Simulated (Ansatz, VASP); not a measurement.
## Two plane-wave programs on Sr2Ru

File INCAR:

```
SYSTEM = Sr2Ru
PREC = Accurate
ENCUT = 600
EDIFF = 1E-6
ISMEAR = 0
SIGMA = 0.1
LREAL = .FALSE.
LASPH = .TRUE.
NELM = 80
ALGO = Fast
ISIF = 3
LWAVE = .FALSE.
LCHARG = .FALSE.
GGA = PE
IBRION = 2
NSW = 100
EDIFFG = -0.01
```

Contents of KPOINTS:

```
Automatic mesh
0
G
  12 12 6
  0 0 0
```

The input POSCAR:

```
Sr2Ru
1.0
    3.8582868149      0.0000000000      0.0000000000
   -1.9291434075      3.3413743968      0.0000000000
    0.0000000000      0.0000000000      8.0978229366
Sr Ru
2 1
Direct
    0.3333333333      0.6666666667      0.2459261670
    0.6666666667      0.3333333333      0.7540738330
    0.0000000000      0.0000000000      0.0000000000
```

Input for Ansatz:

```yaml
crystal:
  lattice:
    - [3.8582868149, 0.0, 0.0]
    - [-1.9291434075, 3.3413743968, 0.0]
    - [0.0, 0.0, 8.0978229366]
  atoms:
    - { symbol: Sr, position: [0.3333333333, 0.6666666667, 0.245926167] }
    - { symbol: Sr, position: [0.6666666667, 0.3333333333, 0.754073833] }
    - { symbol: Ru, position: [0.0, 0.0, 0.0] }
basis:
  ecutwfc: 420
kpoints:
  mp_grid: { grid: [12, 12, 6] }
hamiltonian:
  xc: pbe
scf:
  occupations: { method: gaussian, width: 0.1 }
output:
  forces: true
  stress: true
  eigenvalues: true
relax:
  adjacent_minimum: "off"
  f_tol: 0.01
  max_steps: 80
  cell: { stress_tol: 0.05 }
```

Alike in both runs: task relaxation of cell and atoms; functional PBE; k mesh 12 × 12 × 6; occupations gaussian, width 0.1 eV; no spin polarisation.

|  | VASP | Ansatz |
| --- | --- | --- |
| version | VASP 6.6.1 | Ansatz 0.2.0 |
| potentials or method | VASP PAW PBE potentials, release 64 (Sr_sv, Ru_pv), cutoff 600 eV | scalar-relativistic, plane waves, PAW |
| valence electrons in the cell | 34 | 36 |

```tsv
	VASP	Ansatz	Ansatz less VASP
gap on the k mesh at the Fermi level, each at its own relaxed structure (eV)	none	none	-
relaxed volume (Å³/atom)	34.52	34.34	-0.176
relaxed cell length with the largest relative difference (Å)	3.879	3.868	-0.0108
```

A gap of «none» marks a metal or a gap that the smearing closes. VASP's potentials hold 34 valence electrons a cell and Ansatz's 36, so a difference there can come from the potentials and not from the codes.
